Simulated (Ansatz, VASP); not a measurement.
Hf: VASP beside Ansatz

INCAR

```
PREC = Accurate ; ENCUT = 520
EDIFF = 1E-7 ; ISMEAR = 0
SIGMA = 0.15 ; LREAL = False
LASPH = True ; NELM = 60
ALGO = Fast ; ISIF = 2
LWAVE = False ; LCHARG = False
GGA = CA ; NBANDS = 11
```

The input KPOINTS:

```
regular mesh
0
Gamma
  20 20 20
```

File POSCAR:

```
Hf
1.0
    0.0000000000      2.3549654982      1.8679586332
    2.3549654982      0.0000000000      1.8679586332
    2.3549654982      2.3549654982      0.0000000000
Hf
1
Direct
    0.0000000000      0.0000000000      0.0000000000
```

Input for Ansatz:

```yaml
crystal:
  lattice:
    - [0.0, 2.3549654982, 1.8679586332]
    - [2.3549654982, 0.0, 1.8679586332]
    - [2.3549654982, 2.3549654982, 0.0]
  atoms:
    - { symbol: Hf, position: [0.0, 0.0, 0.0] }
basis:
  ecutwfc: 420
kpoints:
  mp_grid: { grid: [20, 20, 20] }
hamiltonian:
  xc: lda
scf:
  occupations: { method: gaussian, width: 0.15 }
output:
  forces: true
  stress: true
  eigenvalues: true
```

Alike in both runs: task single point; functional LDA; k mesh 20 × 20 × 20; occupations gaussian, width 0.15 eV; no spin polarisation.

```csv
,VASP,Ansatz
version,VASP 6.6.1,Ansatz 0.2.0
potentials or method,"VASP PAW LDA potentials, release 64 (Hf_pv), cutoff 520 eV","scalar-relativistic, plane waves, PAW"
valence electrons in the cell,10,26
```

```csv
,VASP,Ansatz,Ansatz less VASP
gap on the k mesh at the Fermi level (eV),none,none,-
pressure (GPa),-0.9,-1.0,-0.11
"traceless stress, the component that is largest in VASP (GPa)",1.90,1.84,-0.060
```

LDA's correlation is that of Perdew and Zunger in VASP and of Perdew and Wang (1992) in Ansatz. A gap of «none» marks a metal or a gap that the smearing closes. VASP's potentials hold 10 valence electrons a cell and Ansatz's 26, so a difference there can come from the potentials and not from the codes.

Neither program's run includes spin-orbit coupling.
